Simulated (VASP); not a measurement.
# CdSi2 (P4_2/mnm) in VASP: a series of runs, part 2 of 2

VASP 6.6.1.

**5. Relaxation of cell and atoms, PBE**

Input file INCAR:

```
  PREC = Accurate
  ENCUT = 600
  EDIFF = 1E-6
  ISMEAR = 0
  SIGMA = 0.1
  LREAL = F
  LASPH = T
  NELM = 60
  ALGO = Normal
  ISIF = 3
  LWAVE = F
  LCHARG = F
  GGA = PE
  IBRION = 2
  NSW = 90
  EDIFFG = -0.04
```

Input file KPOINTS:

```
regular mesh
0
Gamma
  4 4 6
```

Input file POSCAR:

```
CdSi2
1.0
    5.6152229245      0.0000000000      0.0000000000
    0.0000000000      5.6152229245      0.0000000000
    0.0000000000      0.0000000000      3.6167707082
Cd Si
2 4
Direct
    0.0000000000      0.0000000000      0.0000000000
    0.5000000000      0.5000000000      0.5000000000
    0.3060000000      0.3060000000      0.0000000000
    0.1940000000      0.8060000000      0.5000000000
    0.6940000000      0.6940000000      0.0000000000
    0.8060000000      0.1940000000      0.5000000000
```

Potentials or basis: VASP PAW PBE potentials, release 64 (Cd, Si).

Command:

```console
$ cat potpaw_PBE.64/Cd/POTCAR potpaw_PBE.64/Si/POTCAR > POTCAR
$ mpirun -np 1 vasp_std > vasp.out
```

OUTCAR:

```text
PREC = Accurate
   ENCUT = 600
   EDIFF = 1E-6
   ISMEAR = 0
   LREAL = F
   LASPH = T
   NELM = 60
   ISIF = 3
   GGA = PE
   IBRION = 2
   NSW = 90
   EDIFFG = -0.04

 ion  position               nearest neighbor table
   1  0.000  0.000  0.000-   4 2.38   6 2.38   4 2.38   6 2.38   5 2.43   3 2.43
   2  0.500  0.500  0.500-   3 2.38   5 2.38   3 2.38   5 2.38   4 2.43   6 2.43
   3  0.306  0.306  0.000-   2 2.38   2 2.38   1 2.43   5 3.08
   4  0.194  0.806  0.500-   1 2.38   1 2.38   2 2.43   6 3.08
   5  0.694  0.694  0.000-   2 2.38   2 2.38   1 2.43   3 3.08
   6  0.806  0.194  0.500-   1 2.38   1 2.38   2 2.43   4 3.08

  LATTYP: Found a simple tetragonal cell.
 ALAT       =     5.6152229245
 C/A-ratio  =     0.6441010013

  Lattice vectors:

 A1 = (   5.6152229245,   0.0000000000,   0.0000000000)
[... 957 lines left out ...]
  free  energy   TOTEN  =       -16.6229456372 eV

  energy  without entropy=      -16.6118578436  energy(sigma->0) =      -16.61740174

[... ionic steps 4 to 25 ...]

--------------------------------------- Ionic step       26  -------------------------------------------

 number of electron      40.0000005 magnetization

------------------------ aborting loop because EDIFF is reached ----------------------------------------
[... 75 lines left out ...]
--------------------------------------- Ionic step       28  -------------------------------------------

 number of electron      40.0000024 magnetization

 Free energy of the ion-electron system (eV)
  ---------------------------------------------------
  ext. energy  EPLUGINS =         0.00000000
  ---------------------------------------------------
  free energy    TOTEN  =       -17.69968076 eV

  energy without entropy =      -17.69267496  energy(sigma->0) =      -17.69617786

 E-fermi :   3.4120     XC(G=0):  -9.3461

 val. band max:        3.3998927981   @ k =   0.0000   0.0000   0.1667
 cond. band min:       3.5496192508   @ k =   0.2500   0.0000   0.0000
 fundamental gap:      0.1497264527
 Fermi energy:         3.4119972130

 k-point     1 :       0.0000    0.0000    0.0000
  band No.  band energies     occupation
      1      -7.1240      2.00000
      2      -6.5420      2.00000
      3      -5.7179      2.00000
      4      -5.5309      2.00000
      5      -5.4442      2.00000
      6      -5.4442      2.00000
[... 670 lines left out ...]
  FREE ENERGIE OF THE ION-ELECTRON SYSTEM (eV)
  ---------------------------------------------------
  free  energy   TOTEN  =       -17.6996807582 eV

  energy  without entropy=      -17.6926749612  energy(sigma->0) =      -17.69617786

 reached required accuracy - stopping structural energy minimisation
```

OSZICAR:

```text
N       E                     dE             d eps       ncg     rms          rms(c)
DAV:   1     0.248221167831E+03    0.24822E+03   -0.20707E+04  1152   0.169E+03
[... 268 lines left out ...]
DAV:   1    -0.177092831777E+02   -0.11410E-01   -0.35895E-01  1216   0.497E+00    0.648E-01
DAV:   2    -0.177016390010E+02    0.76442E-02   -0.19622E-02  1296   0.180E+00    0.289E-01
DAV:   3    -0.177000466725E+02    0.15923E-02   -0.26055E-03  1248   0.400E-01    0.198E-01
DAV:   4    -0.176996857929E+02    0.36088E-03   -0.88745E-04  1272   0.227E-01    0.340E-02
DAV:   5    -0.176996783756E+02    0.74173E-05   -0.15911E-04  1272   0.148E-01    0.286E-02
DAV:   6    -0.176996807911E+02   -0.24155E-05   -0.17477E-05  1232   0.384E-02    0.560E-03
DAV:   7    -0.176996807582E+02    0.32894E-07   -0.42053E-07   576   0.385E-03
  28 F= -.17699681E+02 E0= -.17696178E+02  d E =-.344565E-02
```

Run time: 20 min. Hardware: 1 thread of Oxide Virtual Turin-like, shared host; peak memory 0.26 GiB.

What came out:

- Free energy: -17.6997 eV
- Relaxed volume: 24.40 Å³/atom
- Relaxed cell: a = 5.261 Å, b = 5.261 Å, c = 5.290 Å, α = 90.00°, β = 90.00°, γ = 90.00°
- Space group after relaxing (to 0.1 Å): P4_2/mnm (No. 136)
- Energy gained by relaxing: 585.7 meV/atom
- Ionic steps: 28
- Pressure after relaxing: 0.0 GPa
- Band gap on the k mesh: zero (bands 20 and 21 overlap by 1.50 eV)

The path:
| step | energy change (eV) | largest force (eV/Å) | pressure (GPa) | volume (Å³) |
| --- | --- | --- | --- | --- |
| 1 | 0.0000 | 1.3676 | 25.01 | 114.04 |
| 2 | -2.0316 | 0.4631 | -4.70 | 169.76 |
| 3 | -2.4373 | 0.2552 | 0.32 | 147.50 |
| 4 | -2.4381 | 0.2773 | -0.10 | 148.76 |
| 5 | -2.4553 | 0.2525 | -0.16 | 148.83 |
| 6 | -2.5038 | 0.2113 | -0.34 | 149.04 |
| 7 | -2.5907 | 0.1661 | -0.65 | 149.29 |
| 8 | -2.8203 | 0.3440 | -0.85 | 149.22 |
| 9 | -2.4085 | 4.6122 | 6.97 | 146.89 |
| 10 | -2.8976 | 0.4594 | -0.81 | 149.09 |
| 11 | -3.2944 | 0.1867 | 0.37 | 148.26 |
| 12 | -3.2131 | 1.4573 | 2.42 | 147.64 |
| 13 | -3.3071 | 0.4291 | 0.73 | 148.11 |
| 14 | -3.3055 | 0.5841 | 0.98 | 148.03 |
| 15 | -3.3133 | 0.6966 | 1.05 | 148.27 |
| 16 | -3.3161 | 0.8479 | 1.17 | 148.56 |
| 17 | -3.3340 | 0.7975 | 0.95 | 148.89 |
| 18 | -3.3803 | 0.6496 | 0.35 | 149.88 |
| 19 | -3.4400 | 0.3685 | -0.71 | 151.82 |
| 20 | -3.4428 | 0.1522 | -2.38 | 155.61 |
| 21 | -3.4592 | 0.0916 | -1.65 | 153.82 |
| 22 | -3.4774 | 0.0925 | -1.40 | 152.47 |
| 23 | -3.5064 | 0.0818 | -0.67 | 149.08 |
| 24 | -3.4745 | 0.0009 | 1.29 | 142.36 |
| 25 | -3.5106 | 0.0761 | -0.24 | 147.44 |
| 26 | -3.5106 | 0.0746 | -0.20 | 147.28 |
| 27 | -3.5122 | 0.0496 | -0.15 | 146.99 |
| 28 | -3.5140 | 0.0003 | -0.04 | 146.41 |

Final structure:
```
Cd Si
1.0
     5.26056    0.00000    0.00000
     0.00000    5.26056    0.00000
     0.00000    0.00000    5.29044
Cd Si
2 4
Direct
  0.00000 0.00000 0.00000
  0.50000 0.50000 0.50000
  0.34912 0.34912 0.00000
  0.15088 0.84912 0.50000
  0.65088 0.65088 0.00000
  0.84912 0.15088 0.50000
```

Levels at points of the mesh, in eV from the Fermi level:
| k point | band 18 | band 19 | band 20 | band 21 | band 22 | band 23 |
| --- | --- | --- | --- | --- | --- | --- |
| (0.00, 0.00, 0.00) | -0.90 | -0.84 | -0.30 | -0.30 | 1.94 | 1.94 |
| (0.50, 0.00, 0.00) | -2.59 | -1.08 | -1.08 | 0.39 | 0.39 | 1.80 |
| (0.50, 0.50, 0.00) | -2.34 | -1.54 | -1.54 | 1.01 | 1.01 | 2.83 |
| (0.00, 0.00, 0.50) | -1.12 | 0.18 | 0.18 | 0.61 | 0.61 | 1.29 |
| (0.50, 0.00, 0.50) | -2.24 | -0.69 | -0.69 | -0.55 | -0.55 | 2.38 |
| (0.50, 0.50, 0.50) | -3.05 | 0.94 | 0.94 | 2.38 | 2.38 | 3.37 |

Caveat: the volume moved by over 15 % at a fixed basis, so the end points are rough.

**6. The runs side by side**

```csv
task,cell,k mesh,cutoff (eV),gap on the mesh (eV),pressure (GPa),largest force (eV/Å)
single point,"a = 5.615, b = 5.615, c = 3.617 Å, 6 atoms, atomic positions A",4 × 4 × 6,520,none,25.1,1.37
single point,"a = 5.257, b = 5.257, c = 5.271 Å, 6 atoms, atomic positions B",4 × 4 × 6,520,none,0.2,0.02
single point,"a = 5.232, b = 5.232, c = 5.355 Å, 6 atoms, atomic positions C",8 × 8 × 8,520,none,0.2,0.02
relaxation of cell and atoms,"relaxed from a = 5.615, b = 5.615, c = 3.617 Å, 6 atoms, atomic positions A",4 × 4 × 6,600,none,0.0,-
```

Alike in all rows: level PBE; potentials or basis VASP PAW PBE potentials, release 64 (Cd, Si); no spin polarisation; smearing gaussian 0.1 eV.

Caveats: the stress differs along the axes, from 18 to 39 GPa (at least some runs); forces of over 1 eV/Å act on the atoms, so gaps and moduli don't describe the material at rest (at least some runs); the volume moved by over 15 % at a fixed basis, so the end points are rough (at least some runs).

Absolute energies hang on the potentials; compare differences alone.

The gap in the log of VASP goes by the Fermi energy; the results here count the filled bands.